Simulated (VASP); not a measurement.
# GaSb (sol) (F-43m) in VASP: a series of runs

GaSb (sol) is run at these levels: PBEsol; tasks: single point, relaxation of cell and atoms.

All numbers are computed with VASP 6.6.1; they aren't measurements. Logs are shortened: lines on timing, memory, paths and dates and some standing lists are left out, and cuts for length are marked.

## Step 1: The cell of the first run

Symmetry: F-43m, No. 216, cubic system. The conventional cell has a = 6.112 Å, b = 6.112 Å, c = 6.112 Å, α = 90.00°, β = 90.00°, γ = 90.00°. Ga (site symmetry -43m) has 4 Sb at 2.65 Å within 3.5 Å. Sb (site symmetry -43m) has 4 Ga at 2.65 Å within 3.5 Å.

## Step 2: Single point, PBEsol

The input, INCAR:

```
PREC = Accurate
ENCUT = 520
EDIFF = 1E-6
ISMEAR = 0
SIGMA = 0.1
LREAL = F
LASPH = T
NELM = 80
ALGO = Normal
ISIF = 2
LWAVE = F
LCHARG = T
GGA = PS
LELF = T
LVHAR = T
NBANDS = 16
```

The input, KPOINTS:

```
Automatic mesh
0
Gamma
  12 12 12
```

The input, POSCAR:

```
GaSb
1.0
    0.0000000000      3.0559490345      3.0559490345
    3.0559490345      0.0000000000      3.0559490345
    3.0559490345      3.0559490345      0.0000000000
Ga Sb
1 1
Direct
    0.0000000000      0.0000000000      0.0000000000
    0.2500000000      0.2500000000      0.2500000000
```

Potentials or basis: VASP PAW PBE potentials, release 64 (Ga_d, Sb).

Started as:

```
cat potpaw_PBE.64/Ga_d/POTCAR potpaw_PBE.64/Sb/POTCAR > POTCAR
mpirun -np 1 vasp_std > vasp.out
```

OUTCAR:

```text
PREC = Accurate
   ENCUT = 520
   EDIFF = 1E-6
   ISMEAR = 0
   LREAL = F
   LASPH = T
   NELM = 80
   ISIF = 2
   GGA = PS

 ion  position               nearest neighbor table
   1  0.000  0.000  0.000-   2 2.65   2 2.65   2 2.65   2 2.65
   2  0.250  0.250  0.250-   1 2.65   1 2.65   1 2.65   1 2.65

  LATTYP: Found a face centered cubic cell.
 ALAT       =     6.1118980690

  Lattice vectors:

 A1 = (   0.0000000000,   3.0559490345,   3.0559490345)
 A2 = (   3.0559490345,   0.0000000000,   3.0559490345)
 A3 = (   3.0559490345,   3.0559490345,   0.0000000000)

Analysis of symmetry for initial positions (statically):
=====================================================================
 Subroutine PRICEL returns:
 Original cell was already a primitive cell.

 Routine SETGRP: Setting up the symmetry group for a
 face centered cubic supercell.

 Subroutine GETGRP returns: Found 24 space group operations
 (whereof 24 operations were pure point group operations)
 out of a pool of 48 trial point group operations.

The static configuration has the point symmetry T_d .

Analysis of symmetry for dynamics (positions and initial velocities):
=====================================================================
 Subroutine PRICEL returns:
 Original cell was already a primitive cell.

 Routine SETGRP: Setting up the symmetry group for a
 face centered cubic supercell.

 Subroutine GETGRP returns: Found 24 space group operations
 (whereof 24 operations were pure point group operations)
 out of a pool of 48 trial point group operations.

The dynamic configuration has the point symmetry T_d .

 Subroutine INISYM returns: Found 24 space group operations
 (whereof 24 operations are pure point group operations),
 and found     1 'primitive' translations

----------------------------------------------------------------------------------------

                                     Primitive cell

  volume of cell :      57.0779

  direct lattice vectors                    reciprocal lattice vectors
     0.000000000  3.055949035  3.055949035    -0.163615294  0.163615294  0.163615294
     3.055949035  0.000000000  3.055949035     0.163615294 -0.163615294  0.163615294
     3.055949035  3.055949035  0.000000000     0.163615294  0.163615294 -0.163615294

  length of vectors
     4.321764571  4.321764571  4.321764571     0.283390002  0.283390002  0.283390002

  position of ions in fractional coordinates (direct lattice)
     0.000000000  0.000000000  0.000000000
     0.250000000  0.250000000  0.250000000

  ion indices of the primitive-cell ions
   primitive index   ion index
                 1           1
                 2           2

----------------------------------------------------------------------------------------

 KPOINTS: Automatic mesh

Automatic generation of k-mesh.
 Grid dimensions read from file:
 generate k-points for:   12   12   12

 Generating k-lattice:

  Cartesian coordinates                     Fractional coordinates (reciprocal lattice)
    -0.013634608  0.013634608  0.013634608     0.083333333  0.000000000  0.000000000
     0.013634608 -0.013634608  0.013634608     0.000000000  0.083333333  0.000000000
     0.013634608  0.013634608 -0.013634608     0.000000000  0.000000000  0.083333333

  Length of vectors
     0.023615834  0.023615834  0.023615834

  Shift w.r.t. Gamma in fractional coordinates (k-lattice)
     0.000000000  0.000000000  0.000000000

 Subroutine IBZKPT returns following result:
 ===========================================

 Found     72 irreducible k-points:

 Following reciprocal coordinates:
            Coordinates               Weight
  0.000000  0.000000  0.000000      1.000000
  0.083333  0.000000  0.000000      8.000000
  0.166667  0.000000  0.000000      8.000000
  0.250000  0.000000  0.000000      8.000000
  0.333333  0.000000  0.000000      8.000000
  0.416667  0.000000  0.000000      8.000000
[... 16 lines left out ...]
  0.500000  0.166667  0.000000     24.000000
 -0.416667  0.166667  0.000000     24.000000
 [... further k-points ...]
   k-points           NKPTS =     72   k-points in BZ     NKDIM =     72   number of bands    NBANDS=     16
   number of dos      NEDOS =    301   number of ions     NIONS =      2
   total plane-waves  NPLWV =  32768
   dimension x,y,z NGX =    32 NGY =   32 NGZ =   32
   dimension x,y,z NGXF=    64 NGYF=   64 NGZF=   64
   ions per type =               1   1
   NGX,Y,Z   is equivalent  to a cutoff of  12.31, 12.31, 12.31 a.u.
   NGXF,Y,Z  is equivalent  to a cutoff of  24.62, 24.62, 24.62 a.u.
 SYSTEM =  unknown system
   PREC   = accura    normal or accurate (medium, high low for compatibility)
   ISTART =      0    job   : 0-new  1-cont  2-samecut
   ICHARG =      2    charge: 1-file 2-atom 10-const
   ISPIN  =      1    spin polarized calculation?
   LNONCOLLINEAR =      F non collinear calculations
   LSORBIT =      F    spin-orbit coupling
   LASPH  =      T    aspherical Exc in radial PAW
   ENCUT  =  520.0 eV  38.22 Ry    6.18 a.u.   8.04  8.04  8.04*2*pi/ulx,y,z
   NELM   =     80;   NELMIN=  2; NELMDL= -5     # of ELM steps
   EDIFF  = 0.1E-05   stopping-criterion for ELM
   LREAL  =      F    real-space projection
[... 7 lines left out ...]
   TEBEG  =    0.0;   TEEND  =   0.0 temperature during run
   PSTRESS=    0.0 pullay stress
   NELECT =      18.0000    total number of electrons
   NUPDOWN=      -1.0000    fix difference up-down
   EMIN   =  10.00;   EMAX   =-10.00  energy-range for DOS
   EFERMI =   0.00;   METHOD = LEGACY
   ISMEAR =     0;   SIGMA  =   0.10  broadening in eV -4-tet -1-fermi 0-gaus
   EFERMI_NEDOS =   21; number of points for ismear=-14 and -15
   IALGO  =     38    algorithm
   IMIX   =      4    mixing-type and parameters
     AMIX     =   0.40;   BMIX     =  1.00
     AMIX_MAG =   1.60;   BMIX_MAG =  1.00
  volume/ion in A,a.u.               =      28.54       192.59
  Fermi-wavevector in a.u.,A,eV,Ry     =   1.114319  2.105758 16.894449  1.241707
  Thomas-Fermi vector in A             =   2.250913
   LORBIT       =      0    0 simple, 1 ext, 2 COOP (PROOUT), +10 PAW based schemes
   GGA     = PS    functional components
   LHFCALC =     F    Hartree Fock is set to
   AEXX    =    0.0000 exact exchange contribution
   IVDW    =     0    specifies the selected vdW correction
   LEPSILON=     F    determine dielectric tensor
   LRPA    =     F    only Hartree local field effects (RPA)
 non-spin polarized calculation
 Gauss-broadening in eV      SIGMA  =   0.10
  energy-cutoff  :      520.00
  volume of cell :       57.08
 maximum number of plane-waves:      1572
   NGX = 17   NGY = 17   NGZ = 17

 number of electron      17.9999985 magnetization

 Free energy of the ion-electron system (eV)
  ---------------------------------------------------
  ext. energy  EPLUGINS =         0.00000000
  ---------------------------------------------------
  free energy    TOTEN  =        -8.15507814 eV

  energy without entropy =       -8.15495118  energy(sigma->0) =       -8.15501466

 E-fermi :   4.8188     XC(G=0):  -9.2801

 val. band max:        4.7726847134   @ k =   0.0000   0.0000   0.0000
 cond. band min:       5.1139786715   @ k =   0.5000   0.0000   0.0000
 fundamental gap:      0.3412939581
 Fermi energy:         4.8187933935

 k-point     1 :       0.0000    0.0000    0.0000
  band No.  band energies     occupation
      1     -10.2415      2.00000
      2     -10.2415      2.00000
      3     -10.2415      2.00000
      4     -10.1907      2.00000
      5     -10.1907      2.00000
      6      -6.7641      2.00000
[... 8 lines left out ...]
     15      13.3670      0.00000
     16      13.3670      0.00000

 k-point     2 :       0.0833    0.0000    0.0000
  band No.  band energies     occupation
      1     -10.2435      2.00000
      2     -10.2407      2.00000
      3     -10.2407      2.00000
      4     -10.1908      2.00000
      5     -10.1908      2.00000
      6      -6.6921      2.00000
[... 8 lines left out ...]
     15      12.8158      0.00000
     16      12.8158      0.00000

 k-point     3 :       0.1667    0.0000    0.0000
  band No.  band energies     occupation
      1     -10.2489      2.00000
      2     -10.2384      2.00000
      3     -10.2384      2.00000
      4     -10.1910      2.00000
      5     -10.1910      2.00000
      6      -6.4804      2.00000
[... 8 lines left out ...]
     15      12.3300      0.00000
     16      12.3300      0.00000

 k-point     4 :       0.2500    0.0000    0.0000
  band No.  band energies     occupation
      1     -10.2562      2.00000
      2     -10.2355      2.00000
      3     -10.2355      2.00000
      4     -10.1911      2.00000
      5     -10.1911      2.00000
      6      -6.1444      2.00000
[... 8 lines left out ...]
     15      12.3082      0.00000
     16      12.3082      0.00000

 k-point     5 :       0.3333    0.0000    0.0000
  band No.  band energies     occupation
      1     -10.2633      2.00000
      2     -10.2329      2.00000
      3     -10.2329      2.00000
      4     -10.1909      2.00000
      5     -10.1909      2.00000
      6      -5.7232      2.00000
[... 8 lines left out ...]
     15      12.8370      0.00000
     16      12.8370      0.00000

 k-point     6 :       0.4167    0.0000    0.0000
  band No.  band energies     occupation
      1     -10.2685      2.00000
      2     -10.2312      2.00000
      3     -10.2312      2.00000
      4     -10.1906      2.00000
      5     -10.1906      2.00000
      6      -5.3146      2.00000
[... 8 lines left out ...]
     15      13.7849      0.00000
     16      13.7849      0.00000

 k-point     7 :       0.5000    0.0000    0.0000
  band No.  band energies     occupation
      1     -10.2703      2.00000
      2     -10.2306      2.00000
      3     -10.2306      2.00000
      4     -10.1904      2.00000
      5     -10.1904      2.00000
      6      -5.1256      2.00000
[... 8 lines left out ...]
     15      14.6262      0.00000
     16      14.6262      0.00000

 k-point     8 :       0.0833    0.0833    0.0000
  band No.  band energies     occupation
      1     -10.2451      2.00000
      2     -10.2399      2.00000
      3     -10.2399      2.00000
      4     -10.1913      2.00000
      5     -10.1904      2.00000
      6      -6.6680      2.00000
[... 8 lines left out ...]
     15      12.1337      0.00000
     16      13.4562      0.00000

 k-point     9 :       0.1667    0.0833    0.0000
  band No.  band energies     occupation
      1     -10.2497      2.00000
      2     -10.2380      2.00000
      3     -10.2377      2.00000
      4     -10.1920      2.00000
      5     -10.1902      2.00000
      6      -6.5024      2.00000
[... 8 lines left out ...]
     15      11.7493      0.00000
     16      13.1155      0.00000
[... 172 lines left out ...]
 k-point    19 :       0.1667    0.1667    0.0000
  band No.  band energies     occupation
      1     -10.2544      2.00000
      2     -10.2354      2.00000
      3     -10.2354      2.00000
      4     -10.1932      2.00000
      5     -10.1896      2.00000
      6      -6.3835      2.00000
[... 8 lines left out ...]
     15      12.1897      0.00000
     16      13.7241      0.00000

 k-point    20 :       0.2500    0.1667    0.0000
  band No.  band energies     occupation
      1     -10.2603      2.00000
      2     -10.2327      2.00000
      3     -10.2323      2.00000
      4     -10.1943      2.00000
      5     -10.1893      2.00000
      6      -6.1313      2.00000
[... 8 lines left out ...]
     15      12.9851      0.00000
     16      13.6827      0.00000

 k-point    21 :       0.3333    0.1667    0.0000
  band No.  band energies     occupation
      1     -10.2662      2.00000
      2     -10.2306      2.00000
      3     -10.2295      2.00000
      4     -10.1949      2.00000
      5     -10.1891      2.00000
      6      -5.7670      2.00000
[... 8 lines left out ...]
     15      13.3664      0.00000
     16      13.9222      0.00000

 k-point    22 :       0.4167    0.1667    0.0000
  band No.  band energies     occupation
      1     -10.2709      2.00000
      2     -10.2291      2.00000
      3     -10.2275      2.00000
      4     -10.1946      2.00000
      5     -10.1892      2.00000
      6      -5.3435      2.00000
[... 8 lines left out ...]
     15      13.9289      0.00000
     16      14.6245      0.00000

 k-point    23 :       0.5000    0.1667    0.0000
  band No.  band energies     occupation
      1     -10.2734      2.00000
      2     -10.2283      2.00000
      3     -10.2267      2.00000
      4     -10.1936      2.00000
      5     -10.1898      2.00000
      6      -4.9908      2.00000
[... 8 lines left out ...]
     15      14.4693      0.00000
     16      14.6792      0.00000

 k-point    24 :      -0.4167    0.1667    0.0000
  band No.  band energies     occupation
      1     -10.2733      2.00000
      2     -10.2283      2.00000
      3     -10.2273      2.00000
      4     -10.1924      2.00000
      5     -10.1908      2.00000
      6      -4.9324      2.00000
[... 8 lines left out ...]
     15      13.4225      0.00000
     16      13.8140      0.00000

 [... further k-points ...]

------------------------ aborting loop because EDIFF is reached ----------------------------------------

  FORCE on cell =-STRESS in cart. coord.  units (eV):
  Direction    XX          YY          ZZ          XY          YZ          ZX
  --------------------------------------------------------------------------------------
  -------------------------------------------------------------------------------------
  Total        0.0291863      0.0291863      0.0291863     -0.0000000      0.0000000     -0.0000000
  in kB        0.8192602      0.8192602      0.8192602     -0.0000000      0.0000000     -0.0000000
  external PRESSURE =       0.8192602 kB  Pullay stress =       0.0000000 kB

 VOLUME and BASIS-vectors are now :
 -----------------------------------------------------------------------------
  energy-cutoff  :      520.00
  volume of cell :       57.08
      direct lattice vectors                 reciprocal lattice vectors
     0.000000000  3.055949035  3.055949035    -0.163615294  0.163615294  0.163615294
     3.055949035  0.000000000  3.055949035     0.163615294 -0.163615294  0.163615294
     3.055949035  3.055949035  0.000000000     0.163615294  0.163615294 -0.163615294

 POSITION                                       TOTAL-FORCE (eV/Angst)
 -----------------------------------------------------------------------------------
      0.00000      0.00000      0.00000         0.000000      0.000000      0.000000
      1.52797      1.52797      1.52797        -0.000000     -0.000000     -0.000000
 -----------------------------------------------------------------------------------
    total drift:                                0.000000      0.000000      0.000000

  FREE ENERGIE OF THE ION-ELECTRON SYSTEM (eV)
  ---------------------------------------------------
  free  energy   TOTEN  =        -8.1550781423 eV

  energy  without entropy=       -8.1549511839  energy(sigma->0) =       -8.15501466
```

Run time: 1.9 min. Hardware: 1 thread of AMD EPYC 7R13, shared host; peak memory 0.19 GiB.

Results:

```
Free energy : -8.1551 eV
Pressure    : 0.1 GPa
```

Levels at points of the mesh, in eV from the Fermi level:
```tsv
k point	band 5	band 6	band 7	band 8	band 9	band 10	band 11	band 12	band 13	band 14
(0.00, 0.00, 0.00)	-15.01	-11.58	-0.06	-0.06	-0.06	-0.05	2.70	2.70	2.70	5.57
(0.50, 0.00, 0.00)	-15.01	-9.94	-6.47	-1.22	-1.22	0.30	3.66	3.66	6.26	9.21
(0.50, 0.50, 0.00)	-15.01	-9.11	-6.90	-2.66	-2.66	0.78	1.10	8.63	8.63	9.94
```

Caveat: the PAW data sets were made with another functional, which shifts forces and pressure a little; spin-orbit coupling is left out, which moves the levels of the heavy elements.

[end of part 1 of 2]
